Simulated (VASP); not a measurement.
# TaC (Fm-3m) in VASP: notebook

Aim: see how the results for TaC move with the level of theory and the settings. Levels: PBEsol+D3(BJ), LDA. Tasks: single point.

Everything below comes from runs of VASP 6.6.1. Logs are shortened: lines on timing, memory, paths and dates and some standing lists are left out, and cuts for length are marked.

### 1 The cell of the first run

The structure is cubic, space group Fm-3m (No. 225). Conventional cell: a = 4.380 Å, b = 4.380 Å, c = 4.380 Å, α = 90.00°, β = 90.00°, γ = 90.00°. Ta (site symmetry m-3m) has 6 C at 2.19 Å within 2.9 Å. C (site symmetry m-3m) has 6 Ta at 2.19 Å within 2.9 Å.

### 2 Single point, PBEsol+D3(BJ) (10.50 Å³/atom)

INCAR reads:

```
SYSTEM = TaC
PREC = Accurate
ENCUT = 700
EDIFF = 1E-6
ISMEAR = 0
SIGMA = 0.05
LREAL = .FALSE.
LASPH = .TRUE.
NELM = 120
ALGO = Normal
ISIF = 2
LWAVE = .FALSE.
LCHARG = .TRUE.
GGA = PS
IVDW = 12
LELF = .TRUE.
LVHAR = .TRUE.
NBANDS = 16
GGA_COMPAT = .FALSE.
```

KPOINTS reads:

```
Automatic mesh
0
G
  10 10 10
  0 0 0
```

POSCAR reads:

```
TaC
1.0
    0.0000000000      2.1900886203      2.1900886203
    2.1900886203      0.0000000000      2.1900886203
    2.1900886203      2.1900886203      0.0000000000
Ta C
1 1
Direct
    0.0000000000      0.0000000000      0.0000000000
    0.5000000000      0.5000000000      0.5000000000
```

Potentials or basis: VASP PAW PBE potentials, release 64 (Ta_sv_GW, C).

Command:

```sh
$ cat potpaw_PBE.64/Ta_sv_GW/POTCAR potpaw_PBE.64/C/POTCAR > POTCAR
$ mpirun -np 1 vasp_std > vasp.out
```

OUTCAR:

```text
SYSTEM = TaC
   PREC = Accurate
   ENCUT = 700
   EDIFF = 1E-6
   ISMEAR = 0
   LREAL = .FALSE.
   LASPH = .TRUE.
   NELM = 120
   ISIF = 2
   GGA = PS
   IVDW = 12
 IVDW          = 12

 ion  position               nearest neighbor table
   1  0.000  0.000  0.000-   2 2.19   2 2.19   2 2.19   2 2.19   2 2.19   2 2.19
   2  0.500  0.500  0.500-   1 2.19   1 2.19   1 2.19   1 2.19   1 2.19   1 2.19

  LATTYP: Found a face centered cubic cell.
 ALAT       =     4.3801772406

  Lattice vectors:

 A1 = (   0.0000000000,   2.1900886203,   2.1900886203)
 A2 = (   2.1900886203,   0.0000000000,   2.1900886203)
 A3 = (   2.1900886203,   2.1900886203,   0.0000000000)

Analysis of symmetry for initial positions (statically):
=====================================================================
 Subroutine PRICEL returns:
 Original cell was already a primitive cell.

 Routine SETGRP: Setting up the symmetry group for a
 face centered cubic supercell.

 Subroutine GETGRP returns: Found 48 space group operations
 (whereof 48 operations were pure point group operations)
 out of a pool of 48 trial point group operations.

The static configuration has the point symmetry O_h .

Analysis of symmetry for dynamics (positions and initial velocities):
=====================================================================
 Subroutine PRICEL returns:
 Original cell was already a primitive cell.

 Routine SETGRP: Setting up the symmetry group for a
 face centered cubic supercell.

 Subroutine GETGRP returns: Found 48 space group operations
 (whereof 48 operations were pure point group operations)
 out of a pool of 48 trial point group operations.

The dynamic configuration has the point symmetry O_h .

 Subroutine INISYM returns: Found 48 space group operations
 (whereof 48 operations are pure point group operations),
 and found     1 'primitive' translations

----------------------------------------------------------------------------------------

                                     Primitive cell

  volume of cell :      21.0095

  direct lattice vectors                    reciprocal lattice vectors
     0.000000000  2.190088620  2.190088620    -0.228301264  0.228301264  0.228301264
     2.190088620  0.000000000  2.190088620     0.228301264 -0.228301264  0.228301264
     2.190088620  2.190088620  0.000000000     0.228301264  0.228301264 -0.228301264

  length of vectors
     3.097253030  3.097253030  3.097253030     0.395429388  0.395429388  0.395429388

  position of ions in fractional coordinates (direct lattice)
     0.000000000  0.000000000  0.000000000
     0.500000000  0.500000000  0.500000000

  ion indices of the primitive-cell ions
   primitive index   ion index
                 1           1
                 2           2

----------------------------------------------------------------------------------------

 KPOINTS: Automatic mesh

Automatic generation of k-mesh.
 Grid dimensions read from file:
 generate k-points for:   10   10   10

 Generating k-lattice:

  Cartesian coordinates                     Fractional coordinates (reciprocal lattice)
    -0.022830126  0.022830126  0.022830126     0.100000000  0.000000000  0.000000000
     0.022830126 -0.022830126  0.022830126     0.000000000  0.100000000  0.000000000
     0.022830126  0.022830126 -0.022830126     0.000000000  0.000000000  0.100000000

  Length of vectors
     0.039542939  0.039542939  0.039542939

  Shift w.r.t. Gamma in fractional coordinates (k-lattice)
     0.000000000  0.000000000  0.000000000

 Subroutine IBZKPT returns following result:
 ===========================================

 Found     47 irreducible k-points:

 Following reciprocal coordinates:
            Coordinates               Weight
  0.000000  0.000000  0.000000      1.000000
  0.100000  0.000000  0.000000      8.000000
  0.200000  0.000000  0.000000      8.000000
  0.300000  0.000000  0.000000      8.000000
  0.400000  0.000000  0.000000      8.000000
  0.500000  0.000000  0.000000      4.000000
[... 16 lines left out ...]
  0.300000  0.300000  0.000000      6.000000
  0.400000  0.300000  0.000000     24.000000
 [... further k-points ...]
   k-points           NKPTS =     47   k-points in BZ     NKDIM =     47   number of bands    NBANDS=     16
   number of dos      NEDOS =    301   number of ions     NIONS =      2
   total plane-waves  NPLWV =  21952
   dimension x,y,z NGX =    28 NGY =   28 NGZ =   28
   dimension x,y,z NGXF=    56 NGYF=   56 NGZF=   56
   ions per type =               1   1
   NGX,Y,Z   is equivalent  to a cutoff of  15.03, 15.03, 15.03 a.u.
   NGXF,Y,Z  is equivalent  to a cutoff of  30.06, 30.06, 30.06 a.u.
 SYSTEM =  TaC
   PREC   = accura    normal or accurate (medium, high low for compatibility)
   ISTART =      0    job   : 0-new  1-cont  2-samecut
   ICHARG =      2    charge: 1-file 2-atom 10-const
   ISPIN  =      1    spin polarized calculation?
   LNONCOLLINEAR =      F non collinear calculations
   LSORBIT =      F    spin-orbit coupling
   LASPH  =      T    aspherical Exc in radial PAW
   ENCUT  =  700.0 eV  51.45 Ry    7.17 a.u.   6.68  6.68  6.68*2*pi/ulx,y,z
   NELM   =    120;   NELMIN=  2; NELMDL= -5     # of ELM steps
   EDIFF  = 0.1E-05   stopping-criterion for ELM
   LREAL  =      F    real-space projection
   EDIFFG = 0.1E-04   stopping-criterion for IOM
   NSW    =      0    number of steps for IOM
   IBRION =     -1    ionic relax: 0-MD 1-quasi-New 2-CG
   NFREE  =      0    steps in history (QN), initial steepest desc. (CG)
   ISIF   =      2    stress and relaxation
   ISYM   =      2    0-nonsym 1-usesym 2-fastsym
   POTIM  = 0.5000    time-step for ionic-motion
   TEBEG  =    0.0;   TEEND  =   0.0 temperature during run
   PSTRESS=    0.0 pullay stress
   NELECT =      17.0000    total number of electrons
   NUPDOWN=      -1.0000    fix difference up-down
   EMIN   =  10.00;   EMAX   =-10.00  energy-range for DOS
   EFERMI =   0.00;   METHOD = LEGACY
   ISMEAR =     0;   SIGMA  =   0.05  broadening in eV -4-tet -1-fermi 0-gaus
   EFERMI_NEDOS =   21; number of points for ismear=-14 and -15
   IALGO  =     38    algorithm
   IMIX   =      4    mixing-type and parameters
     AMIX     =   0.40;   BMIX     =  1.00
     AMIX_MAG =   1.60;   BMIX_MAG =  1.00
  volume/ion in A,a.u.               =      10.50        70.89
  Fermi-wavevector in a.u.,A,eV,Ry     =   1.525525  2.882825 31.663857  2.327228
  Thomas-Fermi vector in A             =   2.633684
   LORBIT       =      0    0 simple, 1 ext, 2 COOP (PROOUT), +10 PAW based schemes
   GGA     = PS    functional components
   LHFCALC =     F    Hartree Fock is set to
   AEXX    =    0.0000 exact exchange contribution
   IVDW    =    12    specifies the selected vdW correction
   LEPSILON=     F    determine dielectric tensor
   LRPA    =     F    only Hartree local field effects (RPA)
 non-spin polarized calculation
 Gauss-broadening in eV      SIGMA  =   0.05
  energy-cutoff  :      700.00
  volume of cell :       21.01
 maximum number of plane-waves:       903
   NGX = 13   NGY = 13   NGZ = 13

 number of electron      17.0000000 magnetization

 Free energy of the ion-electron system (eV)
  ---------------------------------------------------
  ext. energy  EPLUGINS =         0.00000000
  ---------------------------------------------------
  free energy    TOTEN  =       -26.02744156 eV

  energy without entropy =      -26.02701210  energy(sigma->0) =      -26.02722683

 E-fermi :  12.9604     XC(G=0): -13.9648

 val. band max:       12.9490758553   @ k =   0.2000   0.0000   0.0000
 cond. band min:      13.1749201650   @ k =  -0.4000   0.3000   0.0000
 fundamental gap:      0.2258443096
 Fermi energy:        12.9603514712

 k-point     1 :       0.0000    0.0000    0.0000
  band No.  band energies     occupation
      1     -55.5741      2.00000
      2     -21.7659      2.00000
      3     -21.7659      2.00000
      4     -21.7659      2.00000
      5      -2.0646      2.00000
      6      11.6124      2.00000
[... 8 lines left out ...]
     15      22.8927      0.00000
     16      38.0551      0.00000

 k-point     2 :       0.1000    0.0000    0.0000
  band No.  band energies     occupation
      1     -55.5685      2.00000
      2     -21.8550      2.00000
      3     -21.7746      2.00000
      4     -21.7746      2.00000
      5      -1.7614      2.00000
      6      10.3974      2.00000
[... 8 lines left out ...]
     15      23.6383      0.00000
     16      35.1521      0.00000

 k-point     3 :       0.2000    0.0000    0.0000
  band No.  band energies     occupation
      1     -55.5536      2.00000
      2     -22.0817      2.00000
      3     -21.7972      2.00000
      4     -21.7972      2.00000
      5      -0.9155      2.00000
      6       8.5760      2.00000
[... 8 lines left out ...]
     15      25.4173      0.00000
     16      31.9656      0.00000

 k-point     4 :       0.3000    0.0000    0.0000
  band No.  band energies     occupation
      1     -55.5350      2.00000
      2     -22.3504      2.00000
      3     -21.8248      2.00000
      4     -21.8248      2.00000
      5       0.3121      2.00000
      6       6.7646      2.00000
[... 8 lines left out ...]
     15      26.7121      0.00000
     16      29.7310      0.00000
[... 324 lines left out ...]
 k-point    22 :      -0.2000    0.2000    0.0000
  band No.  band energies     occupation
      1     -55.5286      2.00000
      2     -22.3018      2.00000
      3     -21.9988      2.00000
      4     -21.8155      2.00000
      5       0.5701      2.00000
      6       6.4951      2.00000
[... 8 lines left out ...]
     15      27.0867      0.00000
     16      27.5925      0.00000

 k-point    23 :       0.3000    0.3000    0.0000
  band No.  band energies     occupation
      1     -55.5220      2.00000
      2     -22.2941      2.00000
      3     -21.9649      2.00000
      4     -21.9649      2.00000
      5       0.1243      2.00000
      6       6.7012      2.00000
[... 8 lines left out ...]
     15      26.8460      0.00000
     16      29.5402      0.00000

 k-point    24 :       0.4000    0.3000    0.0000
  band No.  band energies     occupation
      1     -55.5101      2.00000
      2     -22.4037      2.00000
      3     -22.0237      2.00000
      4     -21.9967      2.00000
      5       0.4005      2.00000
      6       6.8774      2.00000
[... 8 lines left out ...]
     15      25.5683      0.00000
     16      29.5793      0.00000

 [... further k-points ...]

------------------------ aborting loop because EDIFF is reached ----------------------------------------

 Edisp (eV)   -0.96541

 E8    (eV) :    -0.6756

  FORCE on cell =-STRESS in cart. coord.  units (eV):
  Direction    XX          YY          ZZ          XY          YZ          ZX
  --------------------------------------------------------------------------------------
  -------------------------------------------------------------------------------------
  Total       1.02552     1.02552     1.02552     0.00000     0.00000     0.00000
  in kB      78.20570    78.20570    78.20570     0.00000     0.00000     0.00000
  external pressure =       78.21 kB  Pullay stress =        0.00 kB

 VOLUME and BASIS-vectors are now :
 -----------------------------------------------------------------------------
  energy-cutoff  :      700.00
  volume of cell :       21.01
      direct lattice vectors                 reciprocal lattice vectors
     0.000000000  2.190088620  2.190088620    -0.228301264  0.228301264  0.228301264
     2.190088620  0.000000000  2.190088620     0.228301264 -0.228301264  0.228301264
     2.190088620  2.190088620  0.000000000     0.228301264  0.228301264 -0.228301264

 POSITION                                       TOTAL-FORCE (eV/Angst)
 -----------------------------------------------------------------------------------
      0.00000      0.00000      0.00000        -0.000000      0.000000      0.000000
      2.19009      2.19009      2.19009         0.000000     -0.000000     -0.000000
 -----------------------------------------------------------------------------------
    total drift:                               -0.000000      0.000000      0.000000

  FREE ENERGIE OF THE ION-ELECTRON SYSTEM (eV)
  ---------------------------------------------------
  free  energy   TOTEN  =       -26.9928559014 eV

  energy  without entropy=      -26.9924264381  energy(sigma->0) =      -26.99264117
```

Run time: 41 s. Hardware: 1 thread of AMD EPYC 7R43 (Zen 3), shared host; peak memory 0.15 GiB.

What came out:

| Property | Result |
| --- | --- |
| Free energy | -26.9929 eV |
| Pressure | 7.8 GPa |
| Band gap on the k mesh | zero (an odd number of electrons rules out a gap without spin polarisation) |
| Dispersion energy per atom | -0.483 eV |

Caveat: the cell stands under pressure; the PAW data sets were made with another functional, which shifts forces and pressure a little; spin-orbit coupling is left out, which moves the levels of the heavy elements; an odd number of electrons without spin polarisation forces a metal; a magnetic or distorted state may lie lower.

### 3 Single point, LDA (10.36 Å³/atom)

This run uses another cell than the first one, of 10.36 Å³/atom.

INCAR reads:

```
PREC = Accurate ; ENCUT = 700
EDIFF = 1E-6 ; ISMEAR = 0
SIGMA = 0.05 ; LREAL = F
LASPH = T ; NELM = 120
ALGO = Normal ; ISIF = 2
LWAVE = F ; LCHARG = F
NBANDS = 16 ; GGA_COMPAT = F
```

KPOINTS reads:

```
regular mesh
0
Gamma
  10 10 10
```

POSCAR reads:

```
TaC
1.0
    0.0000000000      2.1797936357      2.1797936357
    2.1797936357      0.0000000000      2.1797936357
    2.1797936357      2.1797936357      0.0000000000
Ta C
1 1
Direct
    0.0000000000      0.0000000000      0.0000000000
    0.5000000000      0.5000000000      0.5000000000
```

Potentials or basis: VASP PAW LDA potentials, release 64 (Ta_sv_GW, C).

Command:

```sh
$ cat potpaw_LDA.64/Ta_sv_GW/POTCAR potpaw_LDA.64/C/POTCAR > POTCAR
$ mpirun -np 1 vasp_std > vasp.out
```

Run time: 44 s. Hardware: 1 thread of AMD EPYC 7R43 (Zen 3), shared host; peak memory 0.13 GiB.

The run converged. Its results:

```
Free energy            : -26.7736 eV
Pressure               : 15.5 GPa
Band gap on the k mesh : zero (an odd number of electrons rules out a gap without spin polarisation)
```

Levels at points of the mesh, in eV from the Fermi level:
```csv
k point,band 7,band 8,band 9,band 10,band 11,band 12
"(0.00, 0.00, 0.00)",-1.37,-1.37,-0.36,-0.36,-0.36,0.83
"(0.50, 0.00, 0.00)",-5.71,-5.71,3.08,3.08,4.16,5.81
"(0.50, 0.50, 0.00)",-4.37,-1.57,-1.57,2.98,4.60,4.60
```

Caveat: the cell stands under pressure; spin-orbit coupling is left out, which moves the levels of the heavy elements; an odd number of electrons without spin polarisation forces a metal; a magnetic or distorted state may lie lower.

### 4 Single point, LDA (10.74 Å³/atom)

This run uses another cell than the first one, of 10.74 Å³/atom.

INCAR reads:

```
SYSTEM = TaC
PREC = Accurate ; ENCUT = 700
EDIFF = 1E-6 ; ISMEAR = 0
SIGMA = 0.05 ; LREAL = .FALSE.
LASPH = .TRUE. ; NELM = 120
ALGO = Normal ; ISIF = 2
LWAVE = .FALSE. ; LCHARG = .TRUE.
LELF = .TRUE. ; LVHAR = .TRUE.
NBANDS = 16 ; GGA_COMPAT = .FALSE.
```

KPOINTS reads:

```
regular mesh
0
G
  10 10 10
  0 0 0
```

POSCAR reads:

```
TaC
1.0
    0.0000000000      2.2065352446      2.2065352446
    2.2065352446      0.0000000000      2.2065352446
    2.2065352446      2.2065352446      0.0000000000
Ta C
1 1
Direct
    0.0000000000      0.0000000000      0.0000000000
    0.5000000000      0.5000000000      0.5000000000
```

Command:

```sh
$ cat potpaw_LDA.64/Ta_sv_GW/POTCAR potpaw_LDA.64/C/POTCAR > POTCAR
$ mpirun -np 1 vasp_std > vasp.out
```

It took 51 s on 1 thread of AMD EPYC, shared host; peak memory 0.14 GiB.

The run converged. Its results:

| Quantity | Value |
| --- | --- |
| Free energy | -26.8140 eV |
| Pressure | 1.1 GPa |
| Band gap on the k mesh | zero (an odd number of electrons rules out a gap without spin polarisation) |

Levels at points of the mesh, in eV from the Fermi level:
| k point | band 5 | band 6 | band 7 | band 8 | band 9 | band 10 | band 11 | band 12 | band 13 | band 14 |
| --- | --- | --- | --- | --- | --- | --- | --- | --- | --- | --- |
| (0.00, 0.00, 0.00) | -14.69 | -1.30 | -1.30 | -1.30 | -0.35 | -0.35 | -0.35 | 0.78 | 0.78 | 7.17 |
| (0.50, 0.00, 0.00) | -9.97 | -8.76 | -5.51 | -5.51 | 2.91 | 2.91 | 3.94 | 5.68 | 10.39 | 10.39 |
| (0.50, 0.50, 0.00) | -12.59 | -4.60 | -4.38 | -1.58 | -1.58 | 2.82 | 4.35 | 4.35 | 7.33 | 8.74 |

Caveat: spin-orbit coupling is left out, which moves the levels of the heavy elements; an odd number of electrons without spin polarisation forces a metal; a magnetic or distorted state may lie lower.

### 5 The runs side by side

```csv
level,potentials or basis,cell,gap on the mesh (eV),pressure (GPa)
PBEsol+D3(BJ),"VASP PAW PBE potentials, release 64 (Ta_sv_GW, C)","a = 3.097 Å, angles 60.0°, 2 atoms",none,7.8
LDA,"VASP PAW LDA potentials, release 64 (Ta_sv_GW, C)","a = 3.083 Å, angles 60.0°, 2 atoms",none,15.5
LDA,"VASP PAW LDA potentials, release 64 (Ta_sv_GW, C)","a = 3.121 Å, angles 60.0°, 2 atoms",none,1.1
```

Alike in all rows: task single point; no spin polarisation; k mesh 10 × 10 × 10; cutoff (eV) 700; smearing gaussian 0.05 eV.

Caveats: spin-orbit coupling is left out, which moves the levels of the heavy elements; an odd number of electrons without spin polarisation forces a metal; a magnetic or distorted state may lie lower; the cell stands under pressure (at least some runs); the PAW data sets were made with another functional, which shifts forces and pressure a little (at least some runs).

Absolute energies hang on the potentials; compare differences alone.

The gap in the log of VASP goes by the Fermi energy; the results here count the filled bands.